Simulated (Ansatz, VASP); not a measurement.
**One calculation of WS2, two programs**

Contents of INCAR:

```
ALGO = Normal
EDIFF = 1E-7
ENCUT = 520
GGA = PE
GGA_COMPAT = False
ISIF = 2
ISMEAR = -1
LASPH = True
LCHARG = False
LMAXMIX = 4
LORBIT = 11
LORBMOM = True
LREAL = False
LSORBIT = True
LWAVE = False
MAGMOM = 0 0 0 0 0 0 0 0 0 0 0 0 0 0 0 0 0 0
NBANDS = 68
NELM = 150
PREC = Accurate
SIGMA = 0.05
```

File KPOINTS:

```
k-points
0
Gamma
  10 10 3
```

File POSCAR:

```
WS2
1.0
    3.1800000000      0.0000000000      0.0000000000
   -1.5900000000      2.7539607840      0.0000000000
    0.0000000000      0.0000000000     12.5000000000
W S
2 4
Direct
    0.6666666667      0.3333333333      0.7500000000
    0.3333333333      0.6666666667      0.2500000000
    0.6666666667      0.3333333333      0.3750000000
    0.3333333333      0.6666666667      0.8750000000
    0.6666666667      0.3333333333      0.1250000000
    0.3333333333      0.6666666667      0.6250000000
```

input.yaml

```yaml
crystal:
  lattice:
    - [3.18, 0.0, 0.0]
    - [-1.59, 2.753960784, 0.0]
    - [0.0, 0.0, 12.5]
  atoms:
    - { symbol: W, position: [0.6666666667, 0.3333333333, 0.75] }
    - { symbol: W, position: [0.3333333333, 0.6666666667, 0.25] }
    - { symbol: S, position: [0.6666666667, 0.3333333333, 0.375] }
    - { symbol: S, position: [0.3333333333, 0.6666666667, 0.875] }
    - { symbol: S, position: [0.6666666667, 0.3333333333, 0.125] }
    - { symbol: S, position: [0.3333333333, 0.6666666667, 0.625] }
hamiltonian:
  xc: pbe
  pseudopotentials: { kind: paw_fr }
magnetization:
  noncollinear: true
  spin_orbit: true
kpoints:
  mp_grid: { grid: [10, 10, 3] }
  band_path:
    path:
      - [[0.0, 0.0, 0.0], [0.5, 0.0, 0.0], [0.3333333333, 0.3333333333, 0.0], [0.0, 0.0, 0.0], [0.0, 0.0, 0.5], [0.5, 0.0, 0.5], [0.3333333333, 0.3333333333, 0.5], [0.0, 0.0, 0.5]]
      - [[0.5, 0.0, 0.5], [0.5, 0.0, 0.0]]
      - [[0.3333333333, 0.3333333333, 0.0], [0.3333333333, 0.3333333333, 0.5]]
    npoints: 14
scf:
  occupations: { method: fermi_dirac, width: 0.05 }
  n_extra_bands: 15
output:
  forces: true
  stress: true
  eigenvalues: true
  fatbands: false
```

Alike in both runs: functional PBE; k mesh 10 × 10 × 3; occupations fermi-dirac, width 0.05 eV; non-collinear spin, spin-orbit coupling.

```csv
,VASP,Ansatz
version,VASP 6.6.1,Ansatz 0.2.0
potentials or method,"VASP PAW PBE potentials, release 64 (W_sv, S)",Ansatz PAW
plane-wave cutoff (eV),520,420
valence electrons in the cell,52,52
task,single point,band structure
```

|  | VASP | Ansatz | Ansatz less VASP |
| --- | --- | --- | --- |
| pressure (GPa) | 2.5 | 2.2 | -0.28 |
| traceless stress, the component that is largest in VASP (GPa) | 1.17 | 1.25 | +0.074 |
| rms of the force components (eV/Å) | 0.074 | 0.059 | -0.0146 |
| net moment per atom (μB) | 0.00 | 0.00 | 0.000 |

Atom by atom the forces differ by 0.015 eV/Å (rms over components). With one functional, cell and mesh, what is left measures potentials, basis and numerics.

Noted on Ansatz's run: the k mesh misses the band edges, so the gap on the mesh is wider than the one along the path.
